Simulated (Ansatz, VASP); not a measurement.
## One calculation of HgTe, two programs

The input POSCAR:

```
HgTe
1.0
    4.7336590155      0.0000000000      0.0000000000
   -2.3668295077      4.0994689602      0.0000000000
    0.0000000000      0.0000000000      7.7740395871
Hg Te
2 2
Direct
    0.3333333333      0.6666666667      0.0004981612
    0.6666666667      0.3333333333      0.5004981612
    0.3333333333      0.6666666667      0.3745018388
    0.6666666667      0.3333333333      0.8745018388
```

Contents of INCAR.step1:

```
  PREC = Accurate
  ENCUT = 520
  ISMEAR = -1
  SIGMA = 0.02
  LREAL = F
  LASPH = T
  NELM = 80
  NBANDS = 26
  GGA = PE
  ALGO = Normal
  EDIFF = 1E-4
  LWAVE = T
  LCHARG = F
```

INCAR.step2

```
  PREC = Accurate
  ENCUT = 520
  EDIFF = 1E-7
  ISMEAR = -1
  SIGMA = 0.02
  LREAL = F
  LASPH = T
  NELM = 80
  ALGO = Normal
  ISIF = 2
  LWAVE = F
  LCHARG = F
  METAGGA = R2SCAN
  LMIXTAU = T
  NBANDS = 26
  ISTART = 1
```

The input KPOINTS:

```
Automatic mesh
0
Gamma
  6 6 4
```

Input for Ansatz:

```yaml
crystal:
  lattice:
    - [4.7336590155, 0.0, 0.0]
    - [-2.3668295077, 4.0994689602, 0.0]
    - [0.0, 0.0, 7.7740395871]
  atoms:
    - { symbol: Hg, position: [0.3333333333, 0.6666666667, 0.0004981612] }
    - { symbol: Hg, position: [0.6666666667, 0.3333333333, 0.5004981612] }
    - { symbol: Te, position: [0.3333333333, 0.6666666667, 0.3745018388] }
    - { symbol: Te, position: [0.6666666667, 0.3333333333, 0.8745018388] }
kpoints:
  mp_grid: { grid: [6, 6, 4] }
hamiltonian:
  xc: r2scan
scf:
  occupations: { method: fermi_dirac, width: 0.02 }
  n_extra_bands: 5
output:
  forces: true
  stress: true
  eigenvalues: true
```

Alike in both runs: task single point; functional r2SCAN; k mesh 6 × 6 × 4; occupations fermi-dirac, width 0.02 eV; no spin polarisation.

|  | VASP | Ansatz |
| --- | --- | --- |
| version | VASP 6.6.1 | Ansatz 0.2.0 |
| potentials or method | VASP PAW PBE potentials, release 64 (Hg, Te) | plane waves, PAW |
| plane-wave cutoff (eV) | 520 | 500 |
| valence electrons in the cell | 36 | 72 |

```tsv
	VASP	Ansatz	Ansatz less VASP
pressure (GPa)	-2.0	-2.0	-0.04
rms of the force components (eV/Å)	0.004	0.004	+0.0001
```

VASP's potentials were made for PBE, not for r2SCAN. Atom by atom the forces differ by 0.000 eV/Å (rms over components). VASP's potentials hold 36 valence electrons a cell and Ansatz's 72, so a difference there can come from the potentials and not from the codes.

Spin-orbit coupling is off throughout.
